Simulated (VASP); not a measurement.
# SiC (P6_3mc) in VASP: further runs

SiC is run at these levels: PBE; tasks: single point.

Everything below comes from runs of VASP 6.6.1. Logs are shortened: lines on timing, memory, paths and dates and some standing lists are left out, and cuts for length are marked.

## 1. The cell of the first run

The structure is hexagonal, space group P6_3mc (No. 186). The conventional cell has a = 3.075 Å, b = 3.075 Å, c = 5.200 Å, α = 90.00°, β = 90.00°, γ = 120.00°. Si (site symmetry 3m) has 4 C at 1.89 to 1.94 Å within 2.5 Å. Within 2.5 Å of C (site symmetry 3m) lie 4 Si at 1.89 to 1.94 Å.

## 2. Single point, PBE (uniaxial z strain +3.0%)

Contents of INCAR:

```
PREC = Accurate
ENCUT = 520
EDIFF = 1E-6
ISMEAR = 0
SIGMA = 0.01
LREAL = False
LASPH = True
NELM = 100
ALGO = Normal
ISIF = 2
LWAVE = False
LCHARG = False
GGA = PE
NBANDS = 16
```

Contents of KPOINTS:

```
regular mesh
0
Gamma
  6 6 4
```

Contents of POSCAR:

```
SiC
1.0
    3.0753562392      0.0000000000      0.0000000000
   -1.5376781196      2.6633366288      0.0000000000
    0.0000000000      0.0000000000      5.1995513337
Si C
2 2
Direct
    0.3333333333      0.6666666667      0.0006052766
    0.6666666667      0.3333333333      0.5006052766
    0.3333333333      0.6666666667      0.3743947234
    0.6666666667      0.3333333333      0.8743947234
```

Potentials or basis: VASP PAW PBE potentials, release 64 (Si, C).

Command:

```bash
$ cat potpaw_PBE.64/Si/POTCAR potpaw_PBE.64/C/POTCAR > POTCAR
$ mpirun -np 1 vasp_std > vasp.out
```

OUTCAR:

```text
PREC = Accurate
   ENCUT = 520
   EDIFF = 1E-6
   ISMEAR = 0
   LREAL = False
   LASPH = True
   NELM = 100
   ISIF = 2
   GGA = PE

 ion  position               nearest neighbor table
   1  0.333  0.667  0.001-   4 1.89   4 1.89   4 1.89   3 1.94   2 3.15   2 3.15   2 3.15   2 3.15
                             2 3.15   2 3.15
   2  0.667  0.333  0.501-   3 1.89   3 1.89   3 1.89   4 1.94   1 3.15   1 3.15   1 3.15   1 3.15
                             1 3.15   1 3.15
   3  0.333  0.667  0.374-   2 1.89   2 1.89   2 1.89   1 1.94
   4  0.667  0.333  0.874-   1 1.89   1 1.89   1 1.89   2 1.94

  LATTYP: Found a hexagonal cell.
 ALAT       =     3.0753562392
 C/A-ratio  =     1.6907151332

  Lattice vectors:

 A1 = (   3.0753562392,   0.0000000000,   0.0000000000)
 A2 = (  -1.5376781196,   2.6633366288,   0.0000000000)
 A3 = (   0.0000000000,   0.0000000000,   5.1995513337)

Analysis of symmetry for initial positions (statically):
=====================================================================
 Subroutine PRICEL returns:
 Original cell was already a primitive cell.

 Routine SETGRP: Setting up the symmetry group for a
 hexagonal supercell.

 Subroutine GETGRP returns: Found 12 space group operations
 (whereof  6 operations were pure point group operations)
 out of a pool of 24 trial point group operations.

The static configuration has the point symmetry C_3v.
 The point group associated with its full space group is C_6v.

Analysis of symmetry for dynamics (positions and initial velocities):
=====================================================================
 Subroutine PRICEL returns:
 Original cell was already a primitive cell.

 Routine SETGRP: Setting up the symmetry group for a
 hexagonal supercell.

 Subroutine GETGRP returns: Found 12 space group operations
 (whereof  6 operations were pure point group operations)
 out of a pool of 24 trial point group operations.

The dynamic configuration has the point symmetry C_3v.
 The point group associated with its full space group is C_6v.

 Subroutine INISYM returns: Found 12 space group operations
 (whereof  6 operations are pure point group operations),
 and found     1 'primitive' translations

----------------------------------------------------------------------------------------

                                     Primitive cell

  volume of cell :      42.5880
[... 89 lines left out ...]
   EDIFF  = 0.1E-05   stopping-criterion for ELM
   LREAL  =      F    real-space projection
   EDIFFG = 0.1E-04   stopping-criterion for IOM
   NSW    =      0    number of steps for IOM
   IBRION =     -1    ionic relax: 0-MD 1-quasi-New 2-CG
   NFREE  =      0    steps in history (QN), initial steepest desc. (CG)
   ISIF   =      2    stress and relaxation
   ISYM   =      2    0-nonsym 1-usesym 2-fastsym
   POTIM  = 0.5000    time-step for ionic-motion
   TEBEG  =    0.0;   TEEND  =   0.0 temperature during run
   PSTRESS=    0.0 pullay stress
   NELECT =      16.0000    total number of electrons
   NUPDOWN=      -1.0000    fix difference up-down
   EMIN   =  10.00;   EMAX   =-10.00  energy-range for DOS
   EFERMI =   0.00;   METHOD = LEGACY
   ISMEAR =     0;   SIGMA  =   0.01  broadening in eV -4-tet -1-fermi 0-gaus
   EFERMI_NEDOS =   21; number of points for ismear=-14 and -15
   IALGO  =     38    algorithm
   IMIX   =      4    mixing-type and parameters
     AMIX     =   0.40;   BMIX     =  1.00
     AMIX_MAG =   1.60;   BMIX_MAG =  1.00
  volume/ion in A,a.u.               =      10.65        71.85
  Fermi-wavevector in a.u.,A,eV,Ry     =   1.181279  2.232293 18.985833  1.395419
  Thomas-Fermi vector in A             =   2.317555
   LORBIT       =      0    0 simple, 1 ext, 2 COOP (PROOUT), +10 PAW based schemes
   GGA     = PE    functional components
   LHFCALC =     F    Hartree Fock is set to
   AEXX    =    0.0000 exact exchange contribution
   IVDW    =     0    specifies the selected vdW correction
   LEPSILON=     F    determine dielectric tensor
   LRPA    =     F    only Hartree local field effects (RPA)
 non-spin polarized calculation
 Gauss-broadening in eV      SIGMA  =   0.01
  energy-cutoff  :      520.00
  volume of cell :       42.59
 maximum number of plane-waves:      1172
 NGX is ok and might be reduce to    24
   NGX = 11   NGY = 11   NGZ = 19

 number of electron      15.9999998 magnetization

 Free energy of the ion-electron system (eV)
  ---------------------------------------------------
  ext. energy  EPLUGINS =         0.00000000
  ---------------------------------------------------
  free energy    TOTEN  =       -30.05636073 eV

  energy without entropy =      -30.05636073  energy(sigma->0) =      -30.05636073

 E-fermi :   8.0547     XC(G=0): -11.2256

 val. band max:        8.0020067888   @ k =   0.0000   0.0000   0.0000
 cond. band min:      10.1375342204   @ k =   0.3333   0.3333   0.0000
 fundamental gap:      2.1355274316
 Fermi energy:         8.0546975998

 k-point     1 :       0.0000    0.0000    0.0000
  band No.  band energies     occupation
      1      -7.4048      2.00000
      2      -4.1652      2.00000
      3      -0.6711      2.00000
      4       6.8319      2.00000
      5       6.8319      2.00000
      6       7.6479      2.00000
[... 376 lines left out ...]
      3       0.3467      2.00000
      4       0.3467      2.00000
      5       2.4234      2.00000
      6       2.4234      2.00000
[... 8 lines left out ...]
     15      19.5978      0.00000
     16      19.5978      0.00000

------------------------ aborting loop because EDIFF is reached ----------------------------------------

  FORCE on cell =-STRESS in cart. coord.  units (eV):
  Direction    XX          YY          ZZ          XY          YZ          ZX
  --------------------------------------------------------------------------------------
  -------------------------------------------------------------------------------------
  Total        0.5838246      0.5838246     -3.2843249      0.0000000      0.0000000      0.0000000
  in kB       21.9637065     21.9637065   -123.5575646      0.0000000      0.0000000      0.0000000
  external PRESSURE =     -26.5433839 kB  Pullay stress =       0.0000000 kB

 VOLUME and BASIS-vectors are now :
 -----------------------------------------------------------------------------
  energy-cutoff  :      520.00
  volume of cell :       42.59
      direct lattice vectors                 reciprocal lattice vectors
     3.075356239  0.000000000  0.000000000     0.325165582  0.187734436  0.000000000
    -1.537678120  2.663336629  0.000000000     0.000000000  0.375468872  0.000000000
     0.000000000  0.000000000  5.199551334     0.000000000  0.000000000  0.192324286

 POSITION                                       TOTAL-FORCE (eV/Angst)
 -----------------------------------------------------------------------------------
     -0.00000      1.77556      0.00315        -0.000000      0.000000      0.025785
      1.53768      0.88778      2.60292         0.000000     -0.000000      0.025785
     -0.00000      1.77556      1.94668        -0.000000      0.000000     -0.025785
      1.53768      0.88778      4.54646         0.000000      0.000000     -0.025785
 -----------------------------------------------------------------------------------
    total drift:                               -0.000000     -0.000000      0.000643

  FREE ENERGIE OF THE ION-ELECTRON SYSTEM (eV)
  ---------------------------------------------------
  free  energy   TOTEN  =       -30.0563607334 eV

  energy  without entropy=      -30.0563607334  energy(sigma->0) =      -30.05636073
```

OSZICAR:

```text
N       E                     dE             d eps       ncg     rms          rms(c)
DAV:   1     0.266192973977E+02    0.26619E+02   -0.70116E+03   672   0.890E+02
DAV:   2    -0.309878814150E+02   -0.57607E+02   -0.52747E+02   968   0.158E+02
DAV:   3    -0.336155390158E+02   -0.26277E+01   -0.26179E+01   888   0.307E+01
DAV:   4    -0.336354619846E+02   -0.19923E-01   -0.19919E-01   792   0.331E+00
DAV:   5    -0.336356655553E+02   -0.20357E-03   -0.20356E-03   872   0.316E-01    0.121E+01
DAV:   6    -0.301286386067E+02    0.35070E+01   -0.63724E+00   832   0.154E+01    0.540E+00
DAV:   7    -0.300740087935E+02    0.54630E-01   -0.10358E+00   936   0.594E+00    0.243E+00
DAV:   8    -0.300575106963E+02    0.16498E-01   -0.44209E-02   752   0.136E+00    0.618E-01
DAV:   9    -0.300560198793E+02    0.14908E-02   -0.73354E-03   872   0.581E-01    0.126E-01
DAV:  10    -0.300563318872E+02   -0.31201E-03   -0.10455E-03   800   0.188E-01    0.582E-02
DAV:  11    -0.300563602561E+02   -0.28369E-04   -0.92939E-05   816   0.685E-02    0.141E-02
DAV:  12    -0.300563607334E+02   -0.47733E-06   -0.66302E-06   856   0.169E-02
   1 F= -.30056361E+02 E0= -.30056361E+02  d E =-.686361E-16
```

stdout:

```text
POSCAR found type information on POSCAR SiC
 POSCAR found :  2 types and       4 ions
 scaLAPACK will be used
 LDA part: xc-table for (Slater+PW92), standard interpolation
 POSCAR, INCAR and KPOINTS ok, starting setup
 FFT: planning ... GRIDC
 FFT: planning ... GRID_SOFT
 FFT: planning ... GRID
 WAVECAR not read
 entering main loop
```

Run time: 5.2 s. Hardware: 1 thread of Intel Xeon 6975P-C (Granite Rapids), shared host; peak memory 0.15 GiB.

Results:

* Free energy: -30.0564 eV
* Pressure: -2.7 GPa
* Largest force: 0.026 eV/Å
* Band gap on the k mesh: 2.14 eV, indirect (least direct gap 4.15 eV)

Forces on the atoms (eV/Å):
```
Si   0.000  0.000  0.026
Si   0.000  0.000  0.026
C    0.000  0.000 -0.026
C    0.000  0.000 -0.026
```

Stress tensor (GPa, compression positive):
```
  2.20   0.00   0.00
  0.00   2.20   0.00
  0.00   0.00 -12.36
```

Levels at points of the mesh, in eV from the valence-band top:
| k point | band 6 | band 7 | band 8 | band 9 | band 10 | band 11 |
| --- | --- | --- | --- | --- | --- | --- |
| (0.00, 0.00, 0.00) | -0.35 | 0.00 | 0.00 | 4.96 | 5.31 | 6.67 |
| (0.50, 0.00, 0.00) | -3.28 | -3.16 | -1.26 | 2.89 | 3.93 | 6.59 |
| (0.00, 0.00, 0.50) | -0.63 | -0.63 | -0.63 | 5.93 | 5.93 | 7.34 |
| (0.50, 0.00, 0.50) | -2.51 | -2.37 | -2.37 | 3.05 | 3.05 | 5.00 |

Caveat: the cell differs from its parent crystal (uniaxial z strain +3.0%).

## 3. Single point, PBE (uniaxial z strain +4.0%)

Contents of INCAR:

```
SYSTEM = SiC
  PREC = Accurate
  ENCUT = 520
  EDIFF = 1E-7
  ISMEAR = 0
  SIGMA = 0.01
  LREAL = .FALSE.
  LASPH = .TRUE.
  NELM = 60
  ALGO = Normal
  ISIF = 2
  LWAVE = .FALSE.
  LCHARG = .TRUE.
  GGA = PE
  LELF = .TRUE.
  LVHAR = .TRUE.
  NBANDS = 16
```

Contents of KPOINTS:

```
regular mesh
0
G
  6 6 4
  0 0 0
```

Contents of POSCAR:

```
SiC
1.0
    3.0753562392      0.0000000000      0.0000000000
   -1.5376781196      2.6633366288      0.0000000000
    0.0000000000      0.0000000000      5.2500324147
Si C
2 2
Direct
    0.3333333333      0.6666666667      0.0007538755
    0.6666666667      0.3333333333      0.5007538755
    0.3333333333      0.6666666667      0.3742461245
    0.6666666667      0.3333333333      0.8742461245
```

Potentials or basis: VASP PAW PBE potentials, release 64 (Si, C).

Command:

```bash
$ cat potpaw_PBE.64/Si/POTCAR potpaw_PBE.64/C/POTCAR > POTCAR
$ mpirun -np 1 vasp_std > vasp.out
```

OUTCAR:

```text
SYSTEM = SiC
   PREC = Accurate
   ENCUT = 520
   EDIFF = 1E-7
   ISMEAR = 0
   LREAL = .FALSE.
   LASPH = .TRUE.
   NELM = 60
   ISIF = 2
   GGA = PE

 ion  position               nearest neighbor table
   1  0.333  0.667  0.001-   4 1.90   4 1.90   4 1.90   3 1.96
   2  0.667  0.333  0.501-   3 1.90   3 1.90   3 1.90   4 1.96
   3  0.333  0.667  0.374-   2 1.90   2 1.90   2 1.90   1 1.96
   4  0.667  0.333  0.874-   1 1.90   1 1.90   1 1.90   2 1.96

  LATTYP: Found a hexagonal cell.
 ALAT       =     3.0753562392
 C/A-ratio  =     1.7071298433

  Lattice vectors:

 A1 = (   3.0753562392,   0.0000000000,   0.0000000000)
 A2 = (  -1.5376781196,   2.6633366288,   0.0000000000)
 A3 = (   0.0000000000,   0.0000000000,   5.2500324147)

Analysis of symmetry for initial positions (statically):
=====================================================================
 Subroutine PRICEL returns:
 Original cell was already a primitive cell.

 Routine SETGRP: Setting up the symmetry group for a
 hexagonal supercell.

 Subroutine GETGRP returns: Found 12 space group operations
 (whereof  6 operations were pure point group operations)
[... 171 lines left out ...]
 fundamental gap:      2.1052871328
 Fermi energy:         8.0178031177

 k-point     1 :       0.0000    0.0000    0.0000
  band No.  band energies     occupation
      1      -7.4374      2.00000
      2      -4.3035      2.00000
      3      -0.7384      2.00000
      4       6.7891      2.00000
      5       6.7891      2.00000
      6       7.4931      2.00000
[... 376 lines left out ...]
      3       0.2896      2.00000
      4       0.2896      2.00000
      5       2.3555      2.00000
      6       2.3555      2.00000
[... 8 lines left out ...]
     15      19.4938      0.00000
     16      19.4938      0.00000

------------------------ aborting loop because EDIFF is reached ----------------------------------------

  FORCE on cell =-STRESS in cart. coord.  units (eV):
  Direction    XX          YY          ZZ          XY          YZ          ZX
  --------------------------------------------------------------------------------------
  -------------------------------------------------------------------------------------
  Total        0.5005178      0.5005178     -4.5653884      0.0000000      0.0000000      0.0000000
  in kB       18.6486161     18.6486161   -170.1002038      0.0000000      0.0000000      0.0000000
  external PRESSURE =     -44.2676572 kB  Pullay stress =       0.0000000 kB

 VOLUME and BASIS-vectors are now :
 -----------------------------------------------------------------------------
  energy-cutoff  :      520.00
  volume of cell :       43.00
      direct lattice vectors                 reciprocal lattice vectors
     3.075356239  0.000000000  0.000000000     0.325165582  0.187734436  0.000000000
    -1.537678120  2.663336629  0.000000000     0.000000000  0.375468872  0.000000000
     0.000000000  0.000000000  5.250032415     0.000000000  0.000000000  0.190475014

 POSITION                                       TOTAL-FORCE (eV/Angst)
 -----------------------------------------------------------------------------------
     -0.00000      1.77556      0.00396         0.000000      0.000000      0.035233
      1.53768      0.88778      2.62897        -0.000000      0.000000      0.035233
     -0.00000      1.77556      1.96480         0.000000      0.000000     -0.035233
      1.53768      0.88778      4.58982        -0.000000     -0.000000     -0.035233
 -----------------------------------------------------------------------------------
    total drift:                               -0.000000     -0.000000      0.000338

  FREE ENERGIE OF THE ION-ELECTRON SYSTEM (eV)
  ---------------------------------------------------
  free  energy   TOTEN  =       -30.0185820274 eV

  energy  without entropy=      -30.0185820274  energy(sigma->0) =      -30.01858203
```

stdout:

```text
POSCAR found type information on POSCAR SiC
 POSCAR found :  2 types and       4 ions
 scaLAPACK will be used
 LDA part: xc-table for (Slater+PW92), standard interpolation
 POSCAR, INCAR and KPOINTS ok, starting setup
 FFT: planning ... GRIDC
 FFT: planning ... GRID_SOFT
 FFT: planning ... GRID
 WAVECAR not read
 entering main loop
```

It took 6 s on 1 thread of Intel Xeon 6975P-C (Granite Rapids), shared host; peak memory 0.15 GiB.

What came out:

| Item | Value |
| --- | --- |
| Free energy | -30.0186 eV |
| Pressure | -4.4 GPa |
| Largest force | 0.035 eV/Å |
| Band gap on the k mesh | 2.11 eV, indirect (least direct gap 4.20 eV) |

Forces in eV/Å, atoms in the order of the input:
```
Si   0.000  0.000  0.035
Si   0.000  0.000  0.035
C    0.000  0.000 -0.035
C    0.000  0.000 -0.035
```

Caveat: the cell differs from its parent crystal (uniaxial z strain +4.0%).

## 4. Single point, PBE (uniaxial z strain -4.0%)

Contents of INCAR:

```
SYSTEM = SiC
  PREC = Accurate
  ENCUT = 520
  EDIFF = 1E-6
  ISMEAR = -1
  SIGMA = 0.02
  LREAL = .False.
  LASPH = .True.
  NELM = 100
  ALGO = Normal
  ISIF = 2
  LWAVE = .False.
  LCHARG = .False.
  GGA = PE
  NBANDS = 16
```

Contents of KPOINTS:

```
regular mesh
0
Gamma
  12 12 6
  0 0 0
```

Contents of POSCAR:

```
SiC
1.0
    3.0753562392      0.0000000000      0.0000000000
   -1.5376781196      2.6633366288      0.0000000000
    0.0000000000      0.0000000000      4.8461837674
Si C
2 2
Direct
    0.3333333333      0.6666666667     -0.0030115666
    0.6666666667      0.3333333333      0.4969884334
    0.3333333333      0.6666666667      0.3780115666
    0.6666666667      0.3333333333      0.8780115666
```

Command:

```bash
$ cat potpaw_PBE.64/Si/POTCAR potpaw_PBE.64/C/POTCAR > POTCAR
$ mpirun -np 1 vasp_std > vasp.out
```

Wall time 13 s (1 thread of Intel Xeon 6975P-C (Granite Rapids), shared host); peak memory 0.17 GiB.

It converged, with:

| Property | Result |
| --- | --- |
| Free energy | -29.9482 eV |
| Pressure | 13.4 GPa |
| Largest force | 0.045 eV/Å |
| Band gap on the k mesh | 2.23 eV, indirect (least direct gap 3.71 eV) |

Forces on the atoms (eV/Å):
```
Si   0.000  0.000 -0.045
Si   0.000  0.000 -0.045
C    0.000  0.000  0.045
C    0.000  0.000  0.045
```

Stress tensor (GPa, compression positive):
```
 6.43  0.00  0.00
 0.00  6.43  0.00
 0.00  0.00 27.31
```

Levels at points of the mesh, in eV from the valence-band top:
| k point | band 5 | band 6 | band 7 | band 8 | band 9 | band 10 | band 11 | band 12 |
| --- | --- | --- | --- | --- | --- | --- | --- | --- |
| (0.00, 0.00, 0.00) | -1.83 | -0.30 | -0.30 | 0.00 | 4.29 | 6.38 | 6.38 | 6.81 |
| (0.50, 0.00, 0.00) | -5.74 | -3.85 | -3.54 | -1.39 | 2.32 | 4.40 | 6.95 | 7.04 |
| (0.00, 0.00, 0.50) | -1.13 | -1.13 | -1.13 | -1.13 | 5.57 | 5.57 | 7.06 | 7.06 |
| (0.50, 0.00, 0.50) | -2.85 | -2.85 | -2.31 | -2.31 | 3.28 | 3.28 | 5.41 | 5.41 |

Caveat: the cell differs from its parent crystal (uniaxial z strain -4.0%).

## 5. Overview

```tsv
cell	k mesh	smearing	gap on the mesh (eV)	pressure (GPa)	largest force (eV/Å)
a = 3.075, b = 3.075, c = 5.200 Å, angles 90.0, 90.0, 120.0°, 4 atoms	6 × 6 × 4	gaussian 0.01 eV	2.14	-2.7	0.03
a = 3.075, b = 3.075, c = 5.250 Å, angles 90.0, 90.0, 120.0°, 4 atoms	6 × 6 × 4	gaussian 0.01 eV	2.11	-4.4	0.04
a = 3.075, b = 3.075, c = 4.846 Å, angles 90.0, 90.0, 120.0°, 4 atoms	12 × 12 × 6	fermi-dirac 0.02 eV	2.23	13.4	0.05
```

Alike in all rows: task single point; level PBE; potentials or basis VASP PAW PBE potentials, release 64 (Si, C); no spin polarisation; cutoff (eV) 520.

Total energies depend on the potentials used, so only differences within one code and one set of settings carry meaning.
